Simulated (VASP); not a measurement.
Runs of VASP 6.6.1 on BN. The structure is that of space group F-43m (No. 216), or close to it. The cells are those of the table. 

```tsv
cell	gap on the mesh (eV)	pressure (GPa)	largest force (eV/Å)
a = 2.596 Å, angles 60.0°, 2 atoms	4.41	-13.5	-
a = 2.492 Å, angles 60.0°, 2 atoms	4.54	36.5	-
a = 2.522, b = 2.522, c = 2.394 Å, angles 58.2, 58.2, 60.0°, 2 atoms	(b)	(a)	1.20
a = 2.489, b = 2.489, c = 2.424 Å, angles 59.1, 59.1, 60.0°, 2 atoms	(c)	61.6	0.49
a = 2.456 Å, angles 60.0°, 2 atoms	4.58	60.6	-
a = 2.391, b = 2.391, c = 2.526 Å, angles 61.8, 61.8, 60.0°, 2 atoms	4.23	64.4	0.44
a = 2.423, b = 2.423, c = 2.490 Å, angles 60.9, 60.9, 60.0°, 2 atoms	4.45	61.6	0.30
a = 2.528 Å, angles 60.0°, 2 atoms	4.49	16.6	-
```

Alike in all rows: task single point; level PBE; potentials or basis VASP PAW PBE potentials, release 64 (B, N); no spin polarisation; k mesh 12 × 12 × 12; cutoff (eV) 600; smearing gaussian 0.05 eV.

Question: Fill in the values left out.

Answer: (a) 64.8; (b) 4.28; (c) 4.43.

Caveats: the cell stands under pressure (at least some runs); the cell stands under tension (at least some runs); forces of over 1 eV/Å act on the atoms, so gaps and moduli don't describe the material at rest (at least some runs).

A k mesh can miss the band edges.
